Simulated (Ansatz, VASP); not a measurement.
## Two plane-wave programs on PbSe

File INCAR:

```
SYSTEM = PbSe
PREC     = Accurate       ! precision mode
ENCUT    = 500            ! plane-wave cutoff, eV
EDIFF    = 1E-6           ! SCF threshold, eV
ISMEAR   = 0              ! smearing method
SIGMA    = 0.01           ! smearing width, eV
LREAL    = .FALSE.        ! projectors in reciprocal space
LASPH    = .TRUE.         ! aspherical terms in the spheres
NELM     = 120            ! most SCF steps
ALGO     = Normal         ! electronic algorithm
ISIF     = 2              ! what is computed and relaxed
LWAVE    = .FALSE.        ! write WAVECAR
LCHARG   = .FALSE.        ! write CHGCAR
GGA      = B5             ! functional
ALDAX    = 1.0          
AGGAX    = 1.0          
AGGAC    = 1.0          
ALDAC    = 0.0          
NBANDS   = 28             ! bands
GGA_COMPAT= .FALSE.
```

KPOINTS

```
Automatic mesh
0
G
  6 6 6
  0 0 0
```

File POSCAR:

```
PbSe
1.0
    2.1548765000     -6.1339475000      0.0000000000
    2.1548765000      6.1339475000      0.0000000000
    0.0000000000      0.0000000000      4.4504940000
Pb Se
2 2
Direct
    0.6317610000      0.3682390000      0.7500000000
    0.3682390000      0.6317610000      0.2500000000
    0.8612900000      0.1387100000      0.7500000000
    0.1387100000      0.8612900000      0.2500000000
```

Input for Ansatz:

```yaml
crystal:
  lattice:
    a: 4.309753
    b: 12.267895
    c: 4.450494
    alpha: 90.0
    beta: 90.0
    gamma: 90.0
  space_group: 63
  setting:
    hermann_mauguin: Cmcm
  atoms:
    - { symbol: Pb, position: [0.5, 0.868239, 0.75] }
    - { symbol: Se, position: [0.5, 0.63871, 0.75] }
  reduce_to_primitive: true
basis:
  ecutwfc: 550.0
kpoints:
  mp_grid:
    grid: [6, 6, 6]
    shift: [0.0, 0.0, 0.0]
hamiltonian:
  xc: blyp
scf:
  occupations:
    method: fixed
output:
  eigenvalues: true
```

Alike in both runs: task single point; functional BLYP; k mesh 6 × 6 × 6; no spin polarisation.

|  | VASP | Ansatz |
| --- | --- | --- |
| version | VASP 6.6.1 | Ansatz 0.2.0 |
| potentials or method | VASP PAW PBE potentials, release 64 (Pb_d, Se), cutoff 500 eV | plane waves, PAW |
| occupations | gaussian, width 0.01 eV | fixed |
| valence electrons in the cell | 40 | 60 |

|  | VASP | Ansatz | Ansatz less VASP |
| --- | --- | --- | --- |
| gap on the k mesh at the Fermi level (eV) | 1.18 | 1.19 | +0.009 |

VASP's potentials were made for PBE, not for BLYP. VASP's potentials hold 40 valence electrons a cell and Ansatz's 60, so a difference there can come from the potentials and not from the codes.

Spin-orbit coupling is off throughout.
